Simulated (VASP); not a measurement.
Set up this calculation in VASP 6.6.1, as the native input.

| Item | Value |
| --- | --- |
| Task | electric field gradients |
| Functional | PBEsol |
| Potentials or basis | VASP PAW PBE potentials, release 64 (Sb) |
| Cutoff | 520 eV |
| k mesh | 19 × 19 × 19 |
| Occupations | fermi-dirac, width 0.05 eV |
| Spin | no spin polarisation |
| Dipole correction | no |
| Further INCAR settings | ALGO = Normal; EDIFF = 1e-08; NBANDS = 8 |

The structure of Sb lies in POSCAR:

```
Sb
1.0
   -1.5345172977      1.5345172977      2.5286397996
    1.5345172977     -1.5345172977      2.5286397996
    1.5345172977      1.5345172977     -2.5286397996
Sb
1
Direct
    0.0000000000      0.0000000000      0.0000000000
```

The input as run:

INCAR

```
SYSTEM = Sb
  ALGO = Normal
  EDIFF = 1E-8
  ENCUT = 520
  GGA = PS
  ISIF = 2
  ISMEAR = -1
  LASPH = .True.
  LCHARG = .False.
  LEFG = .True.
  LREAL = .False.
  LWAVE = .False.
  NBANDS = 8
  NELM = 100
  PREC = Accurate
  SIGMA = 0.05
```

KPOINTS

```
k-points
0
Gamma
  19 19 19
  0 0 0
```

Potentials or basis: VASP PAW PBE potentials, release 64 (Sb).

Launch:

```sh
$ cat potpaw_PBE.64/Sb/POTCAR > POTCAR
$ mpirun -np 1 vasp_std > vasp.out
```

It gave:

```
Pressure                                : 8.5 GPa
Band gap on the k mesh                  : zero (an odd number of electrons rules out a gap without spin polarisation)
Largest electric field gradient by atom : Sb +39.2 V/Å²
```

Caveat: the cell stands under pressure; without QUAD_EFG the Cq values of the log hold for a quadrupole moment of 1 mb, not for the nuclei; the PAW data sets were made with another functional, which shifts forces and pressure a little; spin-orbit coupling is left out, which moves the levels of the heavy elements.

Run time: 3.1 min on 1 thread of Intel Xeon 8259CL (shared host), peak memory 0.24 GiB.
